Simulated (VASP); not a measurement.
# BN (I-4m2) in VASP: a series of runs, part 2 of 2

VASP 6.6.1.

### 4 Single point, r2SCAN (uniaxial z strain +3.0%)

Contents of POSCAR:

```
BN
1.0
    0.0000000000      1.8048254650      1.8589702290
    1.8048254650      0.0000000000      1.8589702290
    1.8048254650      1.8048254650      0.0000000000
B N
1 1
Direct
    0.0000000000      0.0000000000      0.0000000000
    0.2500000000      0.2500000000      0.2500000000
```

Contents of INCAR.step1:

```
  ALGO = Normal
  EDIFF = 1E-4
  ENCUT = 520
  GGA = PE
  ISMEAR = 0
  LASPH = True
  LCHARG = False
  LREAL = False
  LWAVE = True
  NBANDS = 11
  NELM = 100
  PREC = Accurate
  SIGMA = 0.01
```

Contents of INCAR.step2:

```
  ALGO = Normal
  EDIFF = 1E-7
  ENCUT = 520
  ISIF = 2
  ISMEAR = 0
  ISTART = 1
  LASPH = True
  LCHARG = True
  LELF = True
  LMIXTAU = True
  LREAL = False
  LVHAR = True
  LWAVE = False
  METAGGA = R2SCAN
  NBANDS = 11
  NELM = 100
  PREC = Accurate
  SIGMA = 0.01
```

Contents of KPOINTS:

```
k-points
0
Gamma
  12 12 12
```

Potentials or basis: VASP PAW PBE potentials, release 64 (B, N).

Run with:

```console
$ cat potpaw_PBE.64/B/POTCAR potpaw_PBE.64/N/POTCAR > POTCAR
$ cp INCAR.step1 INCAR
$ mpirun -np 1 vasp_std > vasp.out
$ cp INCAR.step2 INCAR
$ mpirun -np 1 vasp_std > vasp.out
```

OUTCAR:

```text
EDIFF = 1E-7
   ENCUT = 520
   ISIF = 2
   ISMEAR = 0
   ISTART = 1
   LASPH = True
   LREAL = False
   METAGGA = R2SCAN
   NELM = 100
   PREC = Accurate

 ion  position               nearest neighbor table
   1  0.000  0.000  0.000-   2 1.58   2 1.58   2 1.58   2 1.58
   2  0.250  0.250  0.250-   1 1.58   1 1.58   1 1.58   1 1.58

  LATTYP: Found a body centered tetragonal cell.
 ALAT       =     2.5524086503
 C/A-ratio  =     1.4566399693

  Lattice vectors:

[... 520 lines left out ...]

 [... further k-points ...]

------------------------ aborting loop because EDIFF is reached ----------------------------------------

  FORCE on cell =-STRESS in cart. coord.  units (eV):
  Direction    XX          YY          ZZ          XY          YZ          ZX
  --------------------------------------------------------------------------------------
  -------------------------------------------------------------------------------------
  Total       -0.2649782     -0.2649782     -1.7261986      0.0000000      0.0000000      0.0000000
  in kB      -35.0548312    -35.0548312   -228.3644501      0.0000000      0.0000000      0.0000000
  external PRESSURE =     -99.4913708 kB  Pullay stress =       0.0000000 kB

 VOLUME and BASIS-vectors are now :
 -----------------------------------------------------------------------------
  energy-cutoff  :      520.00
  volume of cell :       12.11
      direct lattice vectors                 reciprocal lattice vectors
     0.000000000  1.804825465  1.858970229    -0.277035098  0.277035098  0.268966115
     1.804825465  0.000000000  1.858970229     0.277035098 -0.277035098  0.268966115
     1.804825465  1.804825465  0.000000000     0.277035098  0.277035098 -0.268966115

 POSITION                                       TOTAL-FORCE (eV/Angst)
 -----------------------------------------------------------------------------------
      0.00000      0.00000      0.00000        -0.000000     -0.000000      0.000000
      0.90241      0.90241      0.92949         0.000000      0.000000      0.000000
 -----------------------------------------------------------------------------------
    total drift:                               -0.000000     -0.000000      0.000001

  FREE ENERGIE OF THE ION-ELECTRON SYSTEM (eV)
  ---------------------------------------------------
  free  energy   TOTEN  =       -19.1482567255 eV

  energy  without entropy=      -19.1482567255  energy(sigma->0) =      -19.14825673
```

OUTCAR.step1:

```text
EDIFF = 1E-4
   ENCUT = 520
   GGA = PE
   ISMEAR = 0
   LASPH = True
[... 557 lines left out ...]
 -----------------------------------------------------------------------------------
      0.00000      0.00000      0.00000        -0.000000     -0.000000      0.000000
      0.90241      0.90241      0.92949         0.000000      0.000000     -0.000000
 -----------------------------------------------------------------------------------
    total drift:                               -0.000001     -0.000001      0.000001

  FREE ENERGIE OF THE ION-ELECTRON SYSTEM (eV)
  ---------------------------------------------------
  free  energy   TOTEN  =       -17.4340289488 eV

  energy  without entropy=      -17.4340289488  energy(sigma->0) =      -17.43402895
```

OSZICAR.step1:

```text
N       E                     dE             d eps       ncg     rms          rms(c)
DAV:   1     0.105805111843E+02    0.10581E+02   -0.50396E+03  3661   0.731E+02
DAV:   2    -0.178123247148E+02   -0.28393E+02   -0.27700E+02  4354   0.163E+02
DAV:   3    -0.183606144174E+02   -0.54829E+00   -0.54731E+00  4180   0.194E+01
DAV:   4    -0.183612793315E+02   -0.66491E-03   -0.66490E-03  3871   0.763E-01
DAV:   5    -0.183612799665E+02   -0.63505E-06   -0.63505E-06  3854   0.231E-02    0.656E+00
DAV:   6    -0.175112350068E+02    0.85004E+00   -0.29836E+00  3793   0.984E+00    0.318E+00
DAV:   7    -0.174473111797E+02    0.63924E-01   -0.93568E-02  4009   0.255E+00    0.189E+00
DAV:   8    -0.174337861796E+02    0.13525E-01   -0.34431E-02  3939   0.134E+00    0.179E-01
DAV:   9    -0.174339384160E+02   -0.15224E-03   -0.10200E-03  3781   0.257E-01    0.813E-02
DAV:  10    -0.174340289488E+02   -0.90533E-04   -0.12613E-04  3889   0.959E-02
   1 F= -.17434029E+02 E0= -.17434029E+02  d E =-.471174E-53
```

It took 96 s on 1 thread of Intel Xeon 8259CL, shared host; peak memory 0.14 GiB.

What came out:

| Quantity | Value |
| --- | --- |
| Free energy | -19.1483 eV |
| Pressure | -9.9 GPa |
| Band gap on the k mesh | 4.68 eV (least direct gap 9.24 eV) |

Stress tensor (GPa, compression positive):
```
 -3.51   0.00   0.00
  0.00  -3.51   0.00
  0.00   0.00 -22.84
```

Caveat: the cell differs from its parent crystal (uniaxial z strain +3.0%); the cell stands under tension; the PAW data sets were made with another functional, which shifts forces and pressure a little.

### 5 Single point, HSE06 (uniaxial z strain +3.0%)

POSCAR is that of step 4.

Contents of INCAR.step1:

```
SYSTEM = BN
PREC = Accurate
ENCUT = 520
EDIFF = 1E-5
ISMEAR = 0
SIGMA = 0.01
LREAL = .False.
LASPH = .True.
NELM = 80
ALGO = Normal
ISIF = 2
LWAVE = .True.
LCHARG = .False.
NBANDS = 11
GGA = PE
```

Contents of INCAR.step2:

```
SYSTEM = BN
PREC = Accurate
ENCUT = 520
EDIFF = 1E-6
ISMEAR = 0
SIGMA = 0.01
LREAL = .False.
LASPH = .True.
NELM = 80
ALGO = Normal
ISIF = 2
LWAVE = .False.
LCHARG = .False.
GGA = PE
LHFCALC = .True.
HFSCREEN = 0.2079
PRECFOCK = Normal
NBANDS = 11
ISTART = 1
```

Contents of KPOINTS:

```
regular mesh
0
Gamma
  8 8 8
  0 0 0
```

Run with:

```console
$ cat potpaw_PBE.64/B/POTCAR potpaw_PBE.64/N/POTCAR > POTCAR
$ cp INCAR.step1 INCAR
$ mpirun -np 1 vasp_std > vasp.out
$ cp INCAR.step2 INCAR
$ mpirun -np 1 vasp_std > vasp.out
```

Wall time 34 min (1 thread of Intel Xeon 8259CL, shared host); peak memory 0.24 GiB.

It converged, with:

```yaml
Free_energy: -20.2928 eV
Pressure: -14.9 GPa
Band_gap_on_the_k_mesh: 5.47 eV (least direct gap 10.26 eV)
```

Stress tensor (GPa, compression positive):
```
 -8.42   0.00   0.00
  0.00  -8.42   0.00
  0.00   0.00 -27.82
```

Levels at points of the mesh, in eV from the valence-band top:
```csv
k point,band 1,band 2,band 3,band 4,band 5,band 6,band 7,band 8,band 9
"(0.00, 0.00, 0.00)",-21.91,-0.31,0.00,0.00,10.26,10.26,10.47,11.59,26.14
"(0.50, 0.00, 0.00)",-17.51,-11.49,-2.39,-1.92,11.10,12.38,12.44,17.01,25.04
"(0.50, 0.50, 0.00)",-16.30,-9.99,-5.01,-5.01,5.99,10.95,19.89,19.89,22.28
"(0.50, 0.00, 0.50)",-15.95,-9.55,-5.43,-5.40,5.47,10.25,19.70,20.17,22.87
```

Caveat: the cell differs from its parent crystal (uniaxial z strain +3.0%); the cell stands under tension; the PAW data sets were made with another functional, which shifts forces and pressure a little.

### 6 Single point, HSE06 (uniaxial z strain -4.0%)

Contents of POSCAR:

```
BN
1.0
    0.0000000000      1.8048254650      1.7326324464
    1.8048254650      0.0000000000      1.7326324464
    1.8048254650      1.8048254650      0.0000000000
B N
1 1
Direct
    0.0000000000      0.0000000000      0.0000000000
    0.2500000000      0.2500000000      0.2500000000
```

Contents of INCAR.step1:

```
SYSTEM = BN
ALGO = Normal
EDIFF = 1E-5
ENCUT = 520
GGA = PE
ISIF = 2
ISMEAR = 0
LASPH = .True.
LCHARG = .False.
LREAL = .False.
LWAVE = .True.
NBANDS = 11
NELM = 60
PREC = Accurate
SIGMA = 0.01
```

Contents of INCAR.step2:

```
SYSTEM = BN
ALGO = Normal
EDIFF = 1E-6
ENCUT = 520
GGA = PE
HFSCREEN = 0.2079
ISIF = 2
ISMEAR = 0
ISTART = 1
LASPH = .True.
LCHARG = .False.
LHFCALC = .True.
LREAL = .False.
LWAVE = .False.
NBANDS = 11
NELM = 60
PREC = Accurate
PRECFOCK = Normal
SIGMA = 0.01
```

Contents of KPOINTS:

```
k-points
0
Gamma
  8 8 8
  0 0 0
```

Potentials or basis: VASP PAW PBE potentials, release 64 (B, N).

Run with:

```console
$ cat potpaw_PBE.64/B/POTCAR potpaw_PBE.64/N/POTCAR > POTCAR
$ cp INCAR.step1 INCAR
$ mpirun -np 1 vasp_std > vasp.out
$ cp INCAR.step2 INCAR
$ mpirun -np 1 vasp_std > vasp.out
```

Run time: 11 min. Hardware: 1 thread of Intel Xeon 6975P-C (Granite Rapids), shared host; peak memory 0.23 GiB.

It converged, with:

```
Free energy            : -20.2883 eV
Pressure               : 13.2 GPa
Band gap on the k mesh : 5.08 eV (least direct gap 10.34 eV)
```

Stress tensor (GPa, compression positive):
```
 4.61  0.00  0.00
 0.00  4.61  0.00
 0.00  0.00 30.45
```

Levels at points of the mesh, in eV from the valence-band top:
| k point | band 1 | band 2 | band 3 | band 4 | band 5 | band 6 | band 7 | band 8 | band 9 |
| --- | --- | --- | --- | --- | --- | --- | --- | --- | --- |
| (0.00, 0.00, 0.00) | -22.92 | -0.40 | -0.40 | 0.00 | 10.34 | 10.64 | 10.64 | 12.64 | 27.37 |
| (0.50, 0.00, 0.00) | -18.15 | -12.34 | -2.79 | -2.13 | 11.66 | 12.23 | 13.33 | 17.61 | 25.95 |
| (0.50, 0.50, 0.00) | -16.26 | -9.91 | -6.21 | -6.21 | 5.08 | 10.06 | 20.99 | 20.99 | 24.40 |
| (0.50, 0.00, 0.50) | -16.78 | -10.56 | -5.62 | -5.58 | 5.83 | 11.09 | 20.49 | 21.16 | 23.49 |

Caveat: the cell differs from its parent crystal (uniaxial z strain -4.0%); the cell stands under pressure; the PAW data sets were made with another functional, which shifts forces and pressure a little.

### 7 Overview

| level | cell | k mesh | grid for exact exchange (PRECFOCK) | share of exact exchange | screening parameter | gap on the mesh (eV) | pressure (GPa) |
| --- | --- | --- | --- | --- | --- | --- | --- |
| r2SCAN | a = 2.565, b = 2.565, c = 2.552 Å, angles 60.2, 60.2, 59.7°, 2 atoms | 12 × 12 × 12 | - | - | - | 4.88 | -2.7 |
| r2SCAN | a = 2.578, b = 2.578, c = 2.552 Å, angles 60.3, 60.3, 59.3°, 2 atoms | 12 × 12 × 12 | - | - | - | 4.78 | -6.4 |
| r2SCAN | a = 2.591, b = 2.591, c = 2.552 Å, angles 60.5, 60.5, 59.0°, 2 atoms | 12 × 12 × 12 | - | - | - | 4.68 | -9.9 |
| HSE06 | a = 2.591, b = 2.591, c = 2.552 Å, angles 60.5, 60.5, 59.0°, 2 atoms | 8 × 8 × 8 | Normal | 0.25 | 0.2079 1/Å | 5.47 | -14.9 |
| HSE06 | a = 2.502, b = 2.502, c = 2.552 Å, angles 59.3, 59.3, 61.3°, 2 atoms | 8 × 8 × 8 | Normal | 0.25 | 0.2079 1/Å | 5.08 | 13.2 |

Alike in all rows: task single point; potentials or basis VASP PAW PBE potentials, release 64 (B, N); no spin polarisation; cutoff (eV) 520; smearing gaussian 0.01 eV.

Caveats: the PAW data sets were made with another functional, which shifts forces and pressure a little; the cell stands under tension (at least some runs); the cell stands under pressure (at least some runs).

Absolute energies hang on the potentials; compare differences alone.
